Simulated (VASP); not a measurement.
The system is Na.

```
Na
1.0
     3.76404    0.00000    0.00000
    -1.88202    3.25976    0.00000
     0.00000    0.00000   12.29336
Na
4
Direct
  0.00000 0.00000 0.00000
  0.00000 0.00000 0.50000
  0.33333 0.66667 0.25000
  0.66667 0.33333 0.75000
```

| Item | Value |
| --- | --- |
| Program | VASP 6.6.1 |
| Task | relaxation of cell and atoms |
| Functional | LDA |
| Potentials or basis | VASP PAW LDA potentials, release 64 (Na_pv) |
| Cutoff | 600 eV |
| k mesh | 10 × 10 × 3 |
| Occupations | fermi-dirac, width 0.1 eV |
| Spin | no spin polarisation |

At the start: pressure -0.9 GPa; volume 37.71 Å³/atom.

Q: Where does the relaxation end?

A: Over 3 steps the energy falls by 13.5 meV/atom and the volume is 33.31 Å³/atom (-11.7 %); space group P6_3/mmc (No. 194, to 0.05 Å).

Step by step:
```csv
step,energy change (eV),largest force (eV/Å),pressure (GPa),volume (Å³)
1,0.0000,0.0000,-0.89,150.84
2,-0.0228,0.0000,-0.72,146.31
3,-0.0542,0.0000,0.00,133.25
```

Final structure:
```cif
data_structure
_symmetry_space_group_name_H-M 'P 1'
_symmetry_Int_Tables_number 1
_cell_length_a 3.6158
_cell_length_b 3.6158
_cell_length_c 11.7691
_cell_angle_alpha 90.000
_cell_angle_beta 90.000
_cell_angle_gamma 120.000
_cell_volume 133.25
loop_
_atom_site_label
_atom_site_type_symbol
_atom_site_fract_x
_atom_site_fract_y
_atom_site_fract_z
_atom_site_occupancy
Na1 Na 0.00000 0.00000 0.00000 1
Na2 Na 0.00000 0.00000 0.50000 1
Na3 Na 0.33333 0.66667 0.25000 1
Na4 Na 0.66667 0.33333 0.75000 1
```
